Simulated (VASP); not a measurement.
Ga7P8 (a cell with a defect), 15 atoms in the cell. The cell holds a defect, 15 atoms: a = 7.785 Å, b = 7.785 Å, c = 7.785 Å, α = 60.00°, β = 60.00°, γ = 60.00°.  This cell differs from its parent crystal: atoms taken out, then relaxed in part.

| Quantity | Value |
| --- | --- |
| Program | VASP 6.6.1 |
| Task | single point |
| Functional | PBE |
| Potentials or basis | VASP PAW PBE potentials, release 64 (Ga_d, P) |
| Cutoff | 520 eV |
| k mesh | 2 × 2 × 2 |
| Occupations | gaussian, width 0.01 eV |
| Spin | collinear spin |
| Starting moments | [0.0, 0.0, 0.0, 0.0, 0.0, 0.0, 0.0, 0.5, 0.0, 0.0, 0.0, 0.5, 0.5, 0.5, 0.0] μB |
| Dipole correction | no |
| Charge | -1 |
| Further INCAR settings | LREAL = Auto; ALGO = Normal; EDIFF = 1e-06; NBANDS = 82; NELECT = 132.0 |

Potentials or basis: VASP PAW PBE potentials, release 64 (Ga_d, P).

Run with:

```bash
$ cat potpaw_PBE.64/Ga_d/POTCAR potpaw_PBE.64/P/POTCAR > POTCAR
$ mpirun -np 1 vasp_std > vasp.out
```

Hardware: 1 thread of Intel Xeon 8259CL, with other jobs on the host.

Question: Estimate the wall time of this run.

Answer: Run time: 23 min on 1 thread of Intel Xeon 8259CL (shared host), peak memory 0.69 GiB. Counts: scf iterations 16, k points 3.
